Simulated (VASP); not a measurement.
# Bi (Pm-3m) in VASP: a series of runs, part 2 of 2

VASP 6.6.1.

### Step 5. Single point, PBE

This run uses another cell than the first one, of 35.11 Å³/atom, 1.136 times its volume.

File INCAR:

```
SYSTEM = Bi
PREC     = Accurate       ! precision mode
ENCUT    = 520            ! plane-wave cutoff, eV
EDIFF    = 1E-6           ! SCF threshold, eV
ISMEAR   = -1             ! smearing method
SIGMA    = 0.08           ! smearing width, eV
LREAL    = .FALSE.        ! projectors in reciprocal space
LASPH    = .TRUE.         ! aspherical terms in the spheres
NELM     = 100            ! most SCF steps
ALGO     = Normal         ! electronic algorithm
ISIF     = 2              ! what is computed and relaxed
LWAVE    = .FALSE.        ! write WAVECAR
LCHARG   = .FALSE.        ! write CHGCAR
GGA      = PE             ! functional
NBANDS   = 14             ! bands
```

File KPOINTS:

```
Automatic mesh
0
G
  13 13 13
  0 0 0
```

File POSCAR:

```
Bi
1.0
    3.2745854155      0.0000000000      0.0000000000
    0.0000000000      3.2745854155      0.0000000000
    0.0000000000      0.0000000000      3.2745854155
Bi
1
Direct
    0.0000000000      0.0000000000      0.0000000000
```

Potentials or basis: VASP PAW PBE potentials, release 64 (Bi_d).

The run is started by

```sh
> cat potpaw_PBE.64/Bi_d/POTCAR > POTCAR
> mpirun -np 1 vasp_std > vasp.out
```

OUTCAR:

```text
SYSTEM = Bi
   PREC = Accurate
   ENCUT = 520
   EDIFF = 1E-6
   ISMEAR = -1
   LREAL = .FALSE.
   LASPH = .TRUE.
   NELM = 100
   ISIF = 2
   GGA = PE

 ion  position               nearest neighbor table
   1  0.000  0.000  0.000-

  LATTYP: Found a simple cubic cell.
 ALAT       =     3.2745854155

  Lattice vectors:

 A1 = (   3.2745854155,   0.0000000000,   0.0000000000)
 A2 = (   0.0000000000,   3.2745854155,   0.0000000000)
 A3 = (   0.0000000000,   0.0000000000,   3.2745854155)

Analysis of symmetry for initial positions (statically):
=====================================================================
 Subroutine PRICEL returns:
 Original cell was already a primitive cell.

 Routine SETGRP: Setting up the symmetry group for a
 simple cubic supercell.

 Subroutine GETGRP returns: Found 48 space group operations
 (whereof 48 operations were pure point group operations)
 out of a pool of 48 trial point group operations.

The static configuration has the point symmetry O_h .

Analysis of symmetry for dynamics (positions and initial velocities):
=====================================================================
 Subroutine PRICEL returns:
 Original cell was already a primitive cell.

 Routine SETGRP: Setting up the symmetry group for a
 simple cubic supercell.

 Subroutine GETGRP returns: Found 48 space group operations
 (whereof 48 operations were pure point group operations)
 out of a pool of 48 trial point group operations.

The dynamic configuration has the point symmetry O_h .

 Subroutine INISYM returns: Found 48 space group operations
 (whereof 48 operations are pure point group operations),
 and found     1 'primitive' translations

----------------------------------------------------------------------------------------

                                     Primitive cell

  volume of cell :      35.1131

  direct lattice vectors                    reciprocal lattice vectors
     3.274585415  0.000000000  0.000000000     0.305382170  0.000000000  0.000000000
     0.000000000  3.274585415  0.000000000     0.000000000  0.305382170  0.000000000
     0.000000000  0.000000000  3.274585415     0.000000000  0.000000000  0.305382170

  length of vectors
     3.274585415  3.274585415  3.274585415     0.305382170  0.305382170  0.305382170

  position of ions in fractional coordinates (direct lattice)
     0.000000000  0.000000000  0.000000000

  ion indices of the primitive-cell ions
   primitive index   ion index
                 1           1

----------------------------------------------------------------------------------------

 KPOINTS: Automatic mesh

Automatic generation of k-mesh.
 Grid dimensions read from file:
 generate k-points for:   13   13   13

 Generating k-lattice:

  Cartesian coordinates                     Fractional coordinates (reciprocal lattice)
     0.023490936  0.000000000  0.000000000     0.076923077  0.000000000  0.000000000
     0.000000000  0.023490936  0.000000000     0.000000000  0.076923077  0.000000000
     0.000000000  0.000000000  0.023490936     0.000000000  0.000000000  0.076923077

  Length of vectors
     0.023490936  0.023490936  0.023490936

  Shift w.r.t. Gamma in fractional coordinates (k-lattice)
     0.000000000  0.000000000  0.000000000

 Subroutine IBZKPT returns following result:
 ===========================================

 Found     84 irreducible k-points:

 Following reciprocal coordinates:
            Coordinates               Weight
  0.000000  0.000000  0.000000      1.000000
  0.076923  0.000000  0.000000      6.000000
  0.153846  0.000000  0.000000      6.000000
  0.230769  0.000000  0.000000      6.000000
  0.307692  0.000000  0.000000      6.000000
  0.384615  0.000000  0.000000      6.000000
[... 16 lines left out ...]
  0.307692  0.307692  0.000000     12.000000
  0.384615  0.307692  0.000000     24.000000
 [... further k-points ...]
   k-points           NKPTS =     84   k-points in BZ     NKDIM =     84   number of bands    NBANDS=     14
   number of dos      NEDOS =    301   number of ions     NIONS =      1
   total plane-waves  NPLWV =  13824
   dimension x,y,z NGX =    24 NGY =   24 NGZ =   24
   dimension x,y,z NGXF=    48 NGYF=   48 NGZF=   48
   ions per type =               1
   NGX,Y,Z   is equivalent  to a cutoff of  12.18, 12.18, 12.18 a.u.
   NGXF,Y,Z  is equivalent  to a cutoff of  24.37, 24.37, 24.37 a.u.
 SYSTEM =  Bi
   PREC   = accura    normal or accurate (medium, high low for compatibility)
   ISTART =      0    job   : 0-new  1-cont  2-samecut
   ICHARG =      2    charge: 1-file 2-atom 10-const
   ISPIN  =      1    spin polarized calculation?
   LNONCOLLINEAR =      F non collinear calculations
   LSORBIT =      F    spin-orbit coupling
   LASPH  =      T    aspherical Exc in radial PAW
   ENCUT  =  520.0 eV  38.22 Ry    6.18 a.u.   6.09  6.09  6.09*2*pi/ulx,y,z
   NELM   =    100;   NELMIN=  2; NELMDL= -5     # of ELM steps
   EDIFF  = 0.1E-05   stopping-criterion for ELM
   LREAL  =      F    real-space projection
   EDIFFG = 0.1E-04   stopping-criterion for IOM
   NSW    =      0    number of steps for IOM
   IBRION =     -1    ionic relax: 0-MD 1-quasi-New 2-CG
   NFREE  =      0    steps in history (QN), initial steepest desc. (CG)
   ISIF   =      2    stress and relaxation
   ISYM   =      2    0-nonsym 1-usesym 2-fastsym
   POTIM  = 0.5000    time-step for ionic-motion
   TEBEG  =    0.0;   TEEND  =   0.0 temperature during run
   PSTRESS=    0.0 pullay stress
   NELECT =      15.0000    total number of electrons
   NUPDOWN=      -1.0000    fix difference up-down
   EMIN   =  10.00;   EMAX   =-10.00  energy-range for DOS
   EFERMI =   0.00;   METHOD = LEGACY
   ISMEAR =    -1;   SIGMA  =   0.08  broadening in eV -4-tet -1-fermi 0-gaus
   EFERMI_NEDOS =   21; number of points for ismear=-14 and -15
   IALGO  =     38    algorithm
   IMIX   =      4    mixing-type and parameters
     AMIX     =   0.40;   BMIX     =  1.00
     AMIX_MAG =   1.60;   BMIX_MAG =  1.00
  volume/ion in A,a.u.               =      35.11       236.95
  Fermi-wavevector in a.u.,A,eV,Ry     =   1.232960  2.329956 20.683440  1.520190
  Thomas-Fermi vector in A             =   2.367709
   LORBIT       =      0    0 simple, 1 ext, 2 COOP (PROOUT), +10 PAW based schemes
   GGA     = PE    functional components
   LHFCALC =     F    Hartree Fock is set to
   AEXX    =    0.0000 exact exchange contribution
   IVDW    =     0    specifies the selected vdW correction
   LEPSILON=     F    determine dielectric tensor
   LRPA    =     F    only Hartree local field effects (RPA)
 non-spin polarized calculation
  energy-cutoff  :      520.00
  volume of cell :       35.11
 maximum number of plane-waves:       959
   NGX = 13   NGY = 13   NGZ = 13

 number of electron      14.9999991 magnetization

 Free energy of the ion-electron system (eV)
  ---------------------------------------------------
  ext. energy  EPLUGINS =         0.00000000
  ---------------------------------------------------
  free energy    TOTEN  =        -3.85670840 eV

  energy without entropy =       -3.84671965  energy(sigma->0) =       -3.85171402

 E-fermi :   6.3523     XC(G=0):  -9.5829

 val. band max:        6.3124842071   @ k =   0.4615   0.3077   0.3077
 cond. band min:       6.3881350453   @ k =   0.2308   0.2308   0.2308
 fundamental gap:      0.0756508383
 Fermi energy:         6.3523218281

 k-point     1 :       0.0000    0.0000    0.0000
  band No.  band energies     occupation
      1     -16.5901      2.00000
      2     -16.5901      2.00000
      3     -16.2904      2.00000
      4     -16.2904      2.00000
      5     -16.2904      2.00000
      6      -6.6374      2.00000
      7       9.4312      0.00000
      8       9.4312      0.00000
      9       9.4312      0.00000
     10      12.5432      0.00000
     11      14.0984      0.00000
     12      14.0984      0.00000
     13      23.1726      0.00000
     14      23.1726      0.00000
[... 375 lines left out ...]
 k-point    24 :       0.3846    0.3077    0.0000
  band No.  band energies     occupation
      1     -16.4862      2.00000
      2     -16.4232      2.00000
      3     -16.3526      2.00000
      4     -16.3362      2.00000
      5     -16.2737      2.00000
      6      -4.1407      2.00000
      7       3.3533      2.00000
      8       4.9928      2.00000
      9      11.4693      0.00000
     10      12.0729      0.00000
     11      16.2082      0.00000
     12      18.6258      0.00000
     13      19.8338      0.00000
     14      20.9932      0.00000

 [... further k-points ...]

------------------------ aborting loop because EDIFF is reached ----------------------------------------

  FORCE on cell =-STRESS in cart. coord.  units (eV):
  Direction    XX          YY          ZZ          XY          YZ          ZX
  --------------------------------------------------------------------------------------
  -------------------------------------------------------------------------------------
  Total       -0.0153075     -0.0153075     -0.0153075      0.0000000      0.0000000     -0.0000000
  in kB       -0.6984673     -0.6984673     -0.6984673      0.0000000      0.0000000     -0.0000000
  external PRESSURE =      -0.6984673 kB  Pullay stress =       0.0000000 kB

 VOLUME and BASIS-vectors are now :
 -----------------------------------------------------------------------------
  energy-cutoff  :      520.00
  volume of cell :       35.11
      direct lattice vectors                 reciprocal lattice vectors
     3.274585415  0.000000000  0.000000000     0.305382170  0.000000000  0.000000000
     0.000000000  3.274585415  0.000000000     0.000000000  0.305382170  0.000000000
     0.000000000  0.000000000  3.274585415     0.000000000  0.000000000  0.305382170

 POSITION                                       TOTAL-FORCE (eV/Angst)
 -----------------------------------------------------------------------------------
      0.00000      0.00000      0.00000         0.000000      0.000000      0.000000
 -----------------------------------------------------------------------------------
    total drift:                                0.000000      0.000000     -0.000000

  FREE ENERGIE OF THE ION-ELECTRON SYSTEM (eV)
  ---------------------------------------------------
  free  energy   TOTEN  =        -3.8567084007 eV

  energy  without entropy=       -3.8467196465  energy(sigma->0) =       -3.85171402
```

Run time: 12 s. Hardware: 1 thread of AMD EPYC 9R45 (Zen 5), shared host; peak memory 0.13 GiB.

What came out:

```
Free energy : -3.8567 eV
Pressure    : -0.1 GPa
```

Caveat: spin-orbit coupling is left out, which moves the levels of the heavy elements.

### Step 6. Relaxation of cell and atoms, PBE

This run uses another cell than the first one, of 34.56 Å³/atom, 1.118 times its volume.

File INCAR:

```
PREC = Accurate ; ENCUT = 600
EDIFF = 1E-6 ; ISMEAR = -1
SIGMA = 0.08 ; LREAL = False
LASPH = True ; NELM = 60
ALGO = Normal ; ISIF = 3
LWAVE = False ; LCHARG = False
GGA = PE ; IBRION = 2
NSW = 60 ; EDIFFG = -0.005
```

File KPOINTS:

```
regular mesh
0
Gamma
  13 13 13
```

File POSCAR:

```
Bi
1.0
    3.2573011399      0.0000000000      0.0000000000
    0.0000000000      3.2573011399      0.0000000000
    0.0000000000      0.0000000000      3.2573011399
Bi
1
Direct
    0.0000000000      0.0000000000      0.0000000000
```

Potentials or basis: VASP PAW PBE potentials, release 64 (Bi_d).

The run is started by

```sh
> cat potpaw_PBE.64/Bi_d/POTCAR > POTCAR
> mpirun -np 1 vasp_std > vasp.out
```

OUTCAR:

```text
PREC = Accurate
   ENCUT = 600
   EDIFF = 1E-6
   ISMEAR = -1
   LREAL = False
   LASPH = True
   NELM = 60
   ISIF = 3
   GGA = PE
   IBRION = 2
   NSW = 60
   EDIFFG = -0.005

 ion  position               nearest neighbor table
   1  0.000  0.000  0.000-

  LATTYP: Found a simple cubic cell.
 ALAT       =     3.2573011399

  Lattice vectors:

 A1 = (   3.2573011399,   0.0000000000,   0.0000000000)
 A2 = (   0.0000000000,   3.2573011399,   0.0000000000)
 A3 = (   0.0000000000,   0.0000000000,   3.2573011399)

Analysis of symmetry for initial positions (statically):
=====================================================================
 Subroutine PRICEL returns:
 Original cell was already a primitive cell.

 Routine SETGRP: Setting up the symmetry group for a
 simple cubic supercell.

 Subroutine GETGRP returns: Found 48 space group operations
 (whereof 48 operations were pure point group operations)
 out of a pool of 48 trial point group operations.

The static configuration has the point symmetry O_h .

Analysis of symmetry for dynamics (positions and initial velocities):
=====================================================================
 Subroutine PRICEL returns:
 Original cell was already a primitive cell.

 Routine SETGRP: Setting up the symmetry group for a
 simple cubic supercell.

 Subroutine GETGRP returns: Found 48 space group operations
 (whereof 48 operations were pure point group operations)
 out of a pool of 48 trial point group operations.

The dynamic configuration has the point symmetry O_h .

 Subroutine INISYM returns: Found 48 space group operations
 (whereof 48 operations are pure point group operations),
 and found     1 'primitive' translations

----------------------------------------------------------------------------------------

                                     Primitive cell

  volume of cell :      34.5600
[... 118 lines left out ...]
 conjugate gradient relaxation of ions
 non-spin polarized calculation
  energy-cutoff  :      600.00
  volume of cell :       34.56
 maximum number of plane-waves:      1189
 NGX is ok and might be reduce to    28
   NGX = 13   NGY = 13   NGZ = 13

--------------------------------------- Ionic step        1  -------------------------------------------

 number of electron      14.9999996 magnetization

 Free energy of the ion-electron system (eV)
  ---------------------------------------------------
  ext. energy  EPLUGINS =         0.00000000
  ---------------------------------------------------
  free energy    TOTEN  =        -3.85546743 eV

  energy without entropy =       -3.84574877  energy(sigma->0) =       -3.85060810

------------------------ aborting loop because EDIFF is reached ----------------------------------------

  FORCE on cell =-STRESS in cart. coord.  units (eV):
  Direction    XX          YY          ZZ          XY          YZ          ZX
  --------------------------------------------------------------------------------------
  -------------------------------------------------------------------------------------
  Total        0.1587293      0.1587293      0.1587293      0.0000000     -0.0000000      0.0000000
  in kB        7.3585782      7.3585782      7.3585782      0.0000000     -0.0000000      0.0000000
  external PRESSURE =       7.3585782 kB  Pullay stress =       0.0000000 kB
[... 57 lines left out ...]
--------------------------------------- Ionic step        3  -------------------------------------------

 number of electron      15.0000000 magnetization

 Free energy of the ion-electron system (eV)
  ---------------------------------------------------
  ext. energy  EPLUGINS =         0.00000000
  ---------------------------------------------------
  free energy    TOTEN  =        -3.85667583 eV

  energy without entropy =       -3.84669651  energy(sigma->0) =       -3.85168617

 E-fermi :   6.3590     XC(G=0):  -9.5855

 val. band max:        6.3189589054   @ k =   0.4615   0.3077   0.3077
 cond. band min:       6.3944103576   @ k =   0.2308   0.2308   0.2308
 fundamental gap:      0.0754514522
 Fermi energy:         6.3589690995

 k-point     1 :       0.0000    0.0000    0.0000
  band No.  band energies     occupation
      1     -16.5845      2.00000
      2     -16.5845      2.00000
      3     -16.2841      2.00000
      4     -16.2841      2.00000
      5     -16.2841      2.00000
      6      -6.6347      2.00000
      7       9.4392      0.00000
      8       9.4392      0.00000
      9       9.4392      0.00000
     10      12.5529      0.00000
     11      14.1067      0.00000
[... 309 lines left out ...]
 k-point    24 :       0.3846    0.3077    0.0000
  band No.  band energies     occupation
      1     -16.4804      2.00000
      2     -16.4173      2.00000
      3     -16.3465      2.00000
      4     -16.3300      2.00000
      5     -16.2674      2.00000
      6      -4.1356      2.00000
      7       3.3578      2.00000
      8       4.9986      2.00000
      9      11.4760      0.00000
     10      12.0834      0.00000
     11      16.2172      0.00000

 [... further k-points ...]
[... 5 lines left out ...]
  --------------------------------------------------------------------------------------
  -------------------------------------------------------------------------------------
  Total        0.0029611      0.0029611      0.0029611      0.0000000      0.0000000      0.0000000
  in kB        0.1351891      0.1351891      0.1351891      0.0000000      0.0000000      0.0000000
  external PRESSURE =       0.1351891 kB  Pullay stress =       0.0000000 kB
[... 16 lines left out ...]
  FREE ENERGIE OF THE ION-ELECTRON SYSTEM (eV)
  ---------------------------------------------------
  free  energy   TOTEN  =        -3.8566758284 eV

  energy  without entropy=       -3.8466965133  energy(sigma->0) =       -3.85168617

 reached required accuracy - stopping structural energy minimisation
```

It took 43 s on 1 thread of Intel Xeon Platinum 8375C at 2.90GHz (Ice Lake), shared host; peak memory 0.19 GiB.

What came out:

* Free energy: -3.8567 eV
* Relaxed volume: 35.09 Å³/atom
* Relaxed cell: a = 3.274 Å, b = 3.274 Å, c = 3.274 Å, α = 90.00°, β = 90.00°, γ = 90.00°
* Space group after relaxing (to 0.05 Å): Pm-3m (No. 221)
* Energy gained by relaxing: 1.2 meV/atom
* Ionic steps: 3
* Pressure after relaxing: 0.0 GPa

Step by step:
```tsv
step	energy change (eV)	largest force (eV/Å)	pressure (GPa)	volume (Å³)
1	0.0000	0.0000	0.74	34.56
2	-0.0009	0.0000	-0.34	35.36
3	-0.0012	0.0000	0.01	35.09
```

Final structure:
```
CELL_PARAMETERS angstrom
3.27395 0.00000 0.00000
0.00000 3.27395 0.00000
0.00000 0.00000 3.27395
ATOMIC_POSITIONS crystal
Bi 0.00000 0.00000 0.00000
```

Caveat: spin-orbit coupling is left out, which moves the levels of the heavy elements.

### Step 7. Summary

| task | cell | cutoff (eV) | gap on the mesh (eV) | pressure (GPa) |
| --- | --- | --- | --- | --- |
| single point | a = 3.138 Å, 1 atom | 520 | none | 7.9 |
| single point | a = 3.275 Å, 1 atom | 520 | none | -0.1 |
| relaxation of cell and atoms | relaxed from a = 3.257 Å, 1 atom | 600 | none | 0.0 |

Alike in all rows: level PBE; potentials or basis VASP PAW PBE potentials, release 64 (Bi_d); no spin polarisation; k mesh 13 × 13 × 13; smearing fermi-dirac 0.08 eV.

Caveats: spin-orbit coupling is left out, which moves the levels of the heavy elements.

Total energies depend on the potentials used, so only differences within one code and one set of settings carry meaning.
